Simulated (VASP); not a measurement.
A run of VASP 6.6.1:

INCAR

```
SYSTEM = Bi2Te3
PREC = Accurate
ENCUT = 520
EDIFF = 1E-6
ISMEAR = -1
SIGMA = 0.08
LREAL = .False.
LASPH = .True.
NELM = 80
ALGO = Normal
ISIF = 2
LWAVE = .False.
LCHARG = .False.
GGA = PE
NBANDS = 32
```

Contents of KPOINTS:

```
regular mesh
0
Gamma
  7 7 7
  0 0 0
```

The input POSCAR:

```
Bi2Te3
1.0
    2.0215235665      1.0807494043     10.1137830497
   -2.3644775503      1.1465394211     10.1795730664
   -0.1145011661     -2.6847439754     10.2036538839
Bi Te
2 3
Direct
    0.4000000000      0.4000000000      0.4000000000
    0.6000000000      0.6000000000      0.6000000000
    0.0000000000      0.0000000000      0.0000000000
    0.2095000000      0.2095000000      0.2095000000
    0.7905000000      0.7905000000      0.7905000000
```

Potentials or basis: VASP PAW PBE potentials, release 64 (Bi_d, Te).

Command:

```bash
$ cat potpaw_PBE.64/Bi_d/POTCAR potpaw_PBE.64/Te/POTCAR > POTCAR
$ mpirun -np 1 vasp_std > vasp.out
```

Hardware: 1 thread of Oxide Virtual Turin-like Processor, on a shared host.

Q: Estimate the wall time of this run.

A: Wall time 110 min on 1 thread of Oxide Virtual Turin-like Processor (shared host), peak memory 1.4 GiB. Counts: scf iterations 14, k points 172.
